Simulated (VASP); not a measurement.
Crystal: Ti.

```
Ti
1.0
     3.04523    0.00000    0.00000
    -1.52261    2.63724    0.00000
     0.00000    0.00000    4.83107
Ti
2
Direct
  0.66667 0.33333 0.75000
  0.33333 0.66667 0.25000
```

```yaml
Program: VASP 6.6.1
Task: relaxation of cell and atoms
Functional: LDA
Potentials_or_basis: VASP PAW LDA potentials, release 64 (Ti_sv)
Cutoff: 720 eV
k_mesh: 14 × 14 × 8
Occupations: methfessel-paxton, width 0.05 eV
Spin: no spin polarisation
```

At the start: pressure -16.9 GPa; volume 19.40 Å³/atom.

Q: Where does the relaxation end?

A: Over 16 steps the energy falls by 201.2 meV/atom and the volume is 16.09 Å³/atom (-17.1 %); space group P6_3/mmc (No. 194, to 0.1 Å) before and after.

Step by step:
```tsv
step	energy change (eV)	largest force (eV/Å)	pressure (GPa)	volume (Å³)
1	0.0000	0.0000	-16.94	38.80
2	-0.1910	0.0000	19.61	28.38
3	-0.4036	0.0000	-0.28	32.25
4	-0.4036	0.0000	0.20	32.13
5	-0.4036	0.0000	-0.14	32.22
6	-0.4037	0.0000	-0.01	32.18
7	-0.4037	0.0000	-0.01	32.18
8	-0.4037	0.0000	0.10	32.16
9	-0.4037	0.0000	0.01	32.18
10	-0.4024	0.0000	-0.02	32.18
11	-0.4024	0.0000	0.00	32.17
12	-0.4024	0.0000	0.01	32.17
13	-0.4024	0.0000	-0.01	32.18
14	-0.4024	0.0000	-0.03	32.18
15	-0.4024	0.0000	-0.03	32.17
16	-0.4024	0.0000	-0.01	32.17
```

Final structure:
```
CELL_PARAMETERS angstrom
2.86403 0.00000 0.00000
-1.43202 2.48032 0.00000
0.00000 0.00000 4.52886
ATOMIC_POSITIONS crystal
Ti 0.66667 0.33333 0.75000
Ti 0.33333 0.66667 0.25000
```

Caveat: the volume moved by over 15 % at a fixed basis, so the end points are rough.
